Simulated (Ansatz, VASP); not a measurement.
One calculation of Cu, two programs

Contents of INCAR:

```
  PREC = Accurate
  ENCUT = 520
  EDIFF = 1E-6
  ISMEAR = 0
  SIGMA = 0.15
  LREAL = F
  LASPH = T
  NELM = 80
  ALGO = Fast
  ISIF = 2
  LWAVE = F
  LCHARG = F
  GGA = PE
  NBANDS = 12
```

The input KPOINTS:

```
regular mesh
0
Gamma
  28 28 28
```

POSCAR

```
Cu
1.0
    0.0000000000      1.8602459814      1.7695022750
    1.8602459814      0.0000000000      1.7695022750
    1.8602459814      1.8602459814      0.0000000000
Cu
1
Direct
    0.0000000000      0.0000000000      0.0000000000
```

Input for Ansatz:

```yaml
crystal:
  lattice:
    - [0.0, 1.8602459814, 1.769502275]
    - [1.8602459814, 0.0, 1.769502275]
    - [1.8602459814, 1.8602459814, 0.0]
  atoms:
    - { symbol: Cu, position: [0.0, 0.0, 0.0] }
basis:
  ecutwfc: 420
kpoints:
  mp_grid: { grid: [28, 28, 28] }
hamiltonian:
  xc: pbe
scf:
  occupations: { method: gaussian, width: 0.15 }
output:
  forces: true
  stress: true
  eigenvalues: true
```

Change from the starting cell: strain +0.025 along x and y, -0.025 along z, atoms carried along.

Alike in both runs: task single point; functional PBE; k mesh 28 × 28 × 28; occupations gaussian, width 0.15 eV; no spin polarisation.

|  | VASP | Ansatz |
| --- | --- | --- |
| version | VASP 6.6.1 | Ansatz 0.2.0 |
| potentials or method | VASP PAW PBE potentials, release 64 (Cu), cutoff 520 eV | scalar-relativistic, plane waves, PAW |
| valence electrons in the cell | 11 | 19 |

VASP gave:

```
gap on the k mesh at the Fermi level (eV)                     : none
pressure (GPa)                                                : -2.5
traceless stress, the component that is largest in VASP (GPa) : 1.40
```

Estimate Ansatz's values.

gap on the k mesh at the Fermi level (eV): none; pressure (GPa): -3.1; traceless stress, the component that is largest in VASP (GPa): 1.43.

A gap of «none» marks a metal or a gap that the smearing closes. VASP's potentials hold 11 valence electrons a cell and Ansatz's 19, so a difference there can come from the potentials and not from the codes.
